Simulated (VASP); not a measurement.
# ZrB (Fm-3m) in VASP: a series of runs, part 3 of 3

VASP 6.6.1. The steps go on from the part before.

**6. Single point, PBE**

This run uses another cell than the first one, of 14.74 Å³/atom.

File INCAR:

```
  ALGO = Normal
  EDIFF = 1E-6
  ENCUT = 520
  GGA = PE
  ISIF = 2
  ISMEAR = -5
  LASPH = True
  LCHARG = False
  LREAL = False
  LWAVE = False
  NBANDS = 14
  NELM = 80
  PREC = Accurate
  SIGMA = 0.1
```

File KPOINTS:

```
k-points
0
Gamma
  12 12 12
```

File POSCAR:

```
ZrB
1.0
    0.0000000000      2.4521217160      2.4521217160
    2.4521217160      0.0000000000      2.4521217160
    2.4521217160      2.4521217160      0.0000000000
Zr B
1 1
Direct
    0.5000000000      0.5000000000      0.5000000000
    0.0000000000      0.0000000000      0.0000000000
```

Potentials or basis: VASP PAW PBE potentials, release 64 (Zr_sv, B).

Started as:

```bash
> cat potpaw_PBE.64/Zr_sv/POTCAR potpaw_PBE.64/B/POTCAR > POTCAR
> mpirun -np 1 vasp_std > vasp.out
```

OUTCAR:

```text
EDIFF = 1E-6
   ENCUT = 520
   GGA = PE
   ISIF = 2
   ISMEAR = -5
   LASPH = True
   LREAL = False
   NELM = 80
   PREC = Accurate

 ion  position               nearest neighbor table
   1  0.500  0.500  0.500-   2 2.45   2 2.45   2 2.45   2 2.45   2 2.45   2 2.45
   2  0.000  0.000  0.000-   1 2.45   1 2.45   1 2.45   1 2.45   1 2.45   1 2.45

  LATTYP: Found a face centered cubic cell.
 ALAT       =     4.9042434320

  Lattice vectors:

 A1 = (   0.0000000000,   2.4521217160,   2.4521217160)
 A2 = (   2.4521217160,   0.0000000000,   2.4521217160)
 A3 = (   2.4521217160,   2.4521217160,   0.0000000000)

Analysis of symmetry for initial positions (statically):
=====================================================================
 Subroutine PRICEL returns:
 Original cell was already a primitive cell.

 Routine SETGRP: Setting up the symmetry group for a
 face centered cubic supercell.

 Subroutine GETGRP returns: Found 48 space group operations
 (whereof 48 operations were pure point group operations)
 out of a pool of 48 trial point group operations.

The static configuration has the point symmetry O_h .

Analysis of symmetry for dynamics (positions and initial velocities):
=====================================================================
 Subroutine PRICEL returns:
 Original cell was already a primitive cell.

 Routine SETGRP: Setting up the symmetry group for a
 face centered cubic supercell.

 Subroutine GETGRP returns: Found 48 space group operations
 (whereof 48 operations were pure point group operations)
 out of a pool of 48 trial point group operations.

The dynamic configuration has the point symmetry O_h .

 Subroutine INISYM returns: Found 48 space group operations
 (whereof 48 operations are pure point group operations),
 and found     1 'primitive' translations

----------------------------------------------------------------------------------------

                                     Primitive cell

  volume of cell :      29.4887

  direct lattice vectors                    reciprocal lattice vectors
     0.000000000  2.452121716  2.452121716    -0.203905050  0.203905050  0.203905050
     2.452121716  0.000000000  2.452121716     0.203905050 -0.203905050  0.203905050
     2.452121716  2.452121716  0.000000000     0.203905050  0.203905050 -0.203905050

  length of vectors
     3.467823787  3.467823787  3.467823787     0.353173906  0.353173906  0.353173906

  position of ions in fractional coordinates (direct lattice)
     0.500000000  0.500000000  0.500000000
     0.000000000  0.000000000  0.000000000

  ion indices of the primitive-cell ions
   primitive index   ion index
                 1           1
                 2           2

----------------------------------------------------------------------------------------

 KPOINTS: k-points

Automatic generation of k-mesh.
 Grid dimensions read from file:
 generate k-points for:   12   12   12

 Generating k-lattice:

  Cartesian coordinates                     Fractional coordinates (reciprocal lattice)
    -0.016992087  0.016992087  0.016992087     0.083333333  0.000000000  0.000000000
     0.016992087 -0.016992087  0.016992087     0.000000000  0.083333333  0.000000000
[... 43 lines left out ...]
   number of dos      NEDOS =    301   number of ions     NIONS =      2
   total plane-waves  NPLWV =  21952
   dimension x,y,z NGX =    28 NGY =   28 NGZ =   28
   dimension x,y,z NGXF=    56 NGYF=   56 NGZF=   56
   ions per type =               1   1
   NGX,Y,Z   is equivalent  to a cutoff of  13.42, 13.42, 13.42 a.u.
   NGXF,Y,Z  is equivalent  to a cutoff of  26.85, 26.85, 26.85 a.u.
 SYSTEM =  unknown system
   PREC   = accura    normal or accurate (medium, high low for compatibility)
   ISTART =      0    job   : 0-new  1-cont  2-samecut
   ICHARG =      2    charge: 1-file 2-atom 10-const
   ISPIN  =      1    spin polarized calculation?
   LNONCOLLINEAR =      F non collinear calculations
   LSORBIT =      F    spin-orbit coupling
   LASPH  =      T    aspherical Exc in radial PAW
   ENCUT  =  520.0 eV  38.22 Ry    6.18 a.u.   6.45  6.45  6.45*2*pi/ulx,y,z
   NELM   =     80;   NELMIN=  2; NELMDL= -5     # of ELM steps
   EDIFF  = 0.1E-05   stopping-criterion for ELM
   LREAL  =      F    real-space projection
   EDIFFG = 0.1E-04   stopping-criterion for IOM
   NSW    =      0    number of steps for IOM
   IBRION =     -1    ionic relax: 0-MD 1-quasi-New 2-CG
   NFREE  =      0    steps in history (QN), initial steepest desc. (CG)
   ISIF   =      2    stress and relaxation
   ISYM   =      2    0-nonsym 1-usesym 2-fastsym
   POTIM  = 0.5000    time-step for ionic-motion
   TEBEG  =    0.0;   TEEND  =   0.0 temperature during run
   PSTRESS=    0.0 pullay stress
   NELECT =      15.0000    total number of electrons
   NUPDOWN=      -1.0000    fix difference up-down
   EMIN   =  10.00;   EMAX   =-10.00  energy-range for DOS
   EFERMI =   0.00;   METHOD = LEGACY
   ISMEAR =    -5;   SIGMA  =   0.10  broadening in eV -4-tet -1-fermi 0-gaus
   EFERMI_NEDOS =   21; number of points for ismear=-14 and -15
   IALGO  =     38    algorithm
   IMIX   =      4    mixing-type and parameters
     AMIX     =   0.40;   BMIX     =  1.00
     AMIX_MAG =   1.60;   BMIX_MAG =  1.00
  volume/ion in A,a.u.               =      14.74        99.50
  Fermi-wavevector in a.u.,A,eV,Ry     =   1.306832  2.469555 23.236178  1.707811
  Thomas-Fermi vector in A             =   2.437608
   LORBIT       =      0    0 simple, 1 ext, 2 COOP (PROOUT), +10 PAW based schemes
   GGA     = PE    functional components
   LHFCALC =     F    Hartree Fock is set to
   AEXX    =    0.0000 exact exchange contribution
   IVDW    =     0    specifies the selected vdW correction
   LEPSILON=     F    determine dielectric tensor
   LRPA    =     F    only Hartree local field effects (RPA)
 non-spin polarized calculation
 Fermi weights with tetrahedron method with Bloechl corrections
  energy-cutoff  :      520.00
  volume of cell :       29.49
 maximum number of plane-waves:       821
 NGX is ok and might be reduce to    28
   NGX = 13   NGY = 13   NGZ = 13

 number of electron      15.0000000 magnetization

 Free energy of the ion-electron system (eV)
  ---------------------------------------------------
  ext. energy  EPLUGINS =         0.00000000
  ---------------------------------------------------
  free energy    TOTEN  =       -16.00398047 eV

  energy without entropy =      -16.00398047  energy(sigma->0) =      -16.00398047

 E-fermi :   7.4414     XC(G=0): -11.4747

 val. band max:        7.4175298419   @ k =   0.5000   0.2500   0.0000
 cond. band min:       7.4398067503   @ k =   0.2500   0.0833   0.0000
 fundamental gap:      0.0222769084
 Fermi energy:         7.4414250814

 k-point     1 :       0.0000    0.0000    0.0000
  band No.  band energies     occupation
      1     -40.0350      2.00000
      2     -17.8608      2.00000
      3     -17.8608      2.00000
      4     -17.8608      2.00000
      5      -0.5880      2.00000
      6       9.1951      0.00000
      7       9.1951      0.00000
      8       9.1951      0.00000
      9      10.5876      0.00000
     10      10.5876      0.00000
     11      10.8752      0.00000
     12      10.8752      0.00000
     13      10.8752      0.00000
     14      18.4386      0.00000
[... 377 lines left out ...]
      1     -39.9715      2.00000
      2     -18.3467      2.00000
      3     -18.0174      2.00000
      4     -17.9379      2.00000
      5       2.8131      2.00000
      6       4.2602      2.00000
      7       6.4353      2.00000
      8       6.5860      2.00000
      9      11.9020      0.00000
     10      12.0155      0.00000
     11      13.1054      0.00000
     12      16.3707      0.00000
     13      17.1749      0.00000
     14      17.8282      0.00000

 [... further k-points ...]

------------------------ aborting loop because EDIFF is reached ----------------------------------------

  FORCE on cell =-STRESS in cart. coord.  units (eV):
  Direction    XX          YY          ZZ          XY          YZ          ZX
  --------------------------------------------------------------------------------------
  -------------------------------------------------------------------------------------
  Total        0.0156543      0.0156543      0.0156543      0.0000000     -0.0000000      0.0000000
  in kB        0.8505289      0.8505289      0.8505289      0.0000000     -0.0000000      0.0000000
  external PRESSURE =       0.8505289 kB  Pullay stress =       0.0000000 kB

 VOLUME and BASIS-vectors are now :
 -----------------------------------------------------------------------------
  energy-cutoff  :      520.00
  volume of cell :       29.49
      direct lattice vectors                 reciprocal lattice vectors
     0.000000000  2.452121716  2.452121716    -0.203905050  0.203905050  0.203905050
     2.452121716  0.000000000  2.452121716     0.203905050 -0.203905050  0.203905050
     2.452121716  2.452121716  0.000000000     0.203905050  0.203905050 -0.203905050

 POSITION                                       TOTAL-FORCE (eV/Angst)
 -----------------------------------------------------------------------------------
      2.45212      2.45212      2.45212        -0.000000      0.000000     -0.000000
      0.00000      0.00000      0.00000         0.000000     -0.000000      0.000000
 -----------------------------------------------------------------------------------
    total drift:                                0.000000      0.000000      0.000000

  FREE ENERGIE OF THE ION-ELECTRON SYSTEM (eV)
  ---------------------------------------------------
  free  energy   TOTEN  =       -16.0039804733 eV

  energy  without entropy=      -16.0039804733  energy(sigma->0) =      -16.00398047
```

It took 51 s on 1 thread of Intel Xeon 8259CL, shared host; peak memory 0.17 GiB.

Results:

```
Free energy            : -16.0040 eV
Pressure               : 0.1 GPa
Band gap on the k mesh : zero (an odd number of electrons rules out a gap without spin polarisation)
```

Levels at points of the mesh, in eV from the Fermi level:
| k point | band 4 | band 5 | band 6 | band 7 | band 8 | band 9 | band 10 | band 11 | band 12 | band 13 |
| --- | --- | --- | --- | --- | --- | --- | --- | --- | --- | --- |
| (0.00, 0.00, 0.00) | -25.30 | -8.03 | 1.75 | 1.75 | 1.75 | 3.15 | 3.15 | 3.43 | 3.43 | 3.43 |
| (0.50, 0.00, 0.00) | -25.36 | -4.18 | -3.79 | -1.15 | -1.15 | 4.82 | 4.82 | 6.09 | 7.50 | 11.29 |
| (0.50, 0.50, 0.00) | -25.49 | -6.09 | -0.78 | -0.76 | 2.05 | 2.05 | 4.56 | 5.73 | 5.73 | 8.58 |

Caveat: tetrahedron occupations give inexact forces and stress in metals.

**7. Overview**

| cell | smearing | gap on the mesh (eV) | pressure (GPa) |
| --- | --- | --- | --- |
| a = 3.403 Å, angles 60.0°, 2 atoms | gaussian 0.05 eV | none | 10.3 |
| a = 3.421 Å, angles 60.0°, 2 atoms | gaussian 0.05 eV | none | 7.2 |
| a = 3.468 Å, angles 60.0°, 2 atoms | gaussian 0.05 eV | none | 0.1 |
| a = 3.445 Å, angles 60.0°, 2 atoms | gaussian 0.05 eV | none | 3.5 |
| a = 3.468 Å, angles 60.0°, 2 atoms | tetrahedron | none | 0.1 |

Alike in all rows: task single point; level PBE; potentials or basis VASP PAW PBE potentials, release 64 (Zr_sv, B); no spin polarisation; k mesh 12 × 12 × 12; cutoff (eV) 520.

Caveats: the cell stands under pressure (at least some runs); tetrahedron occupations give inexact forces and stress in metals (at least some runs).

Absolute energies hang on the potentials; compare differences alone.
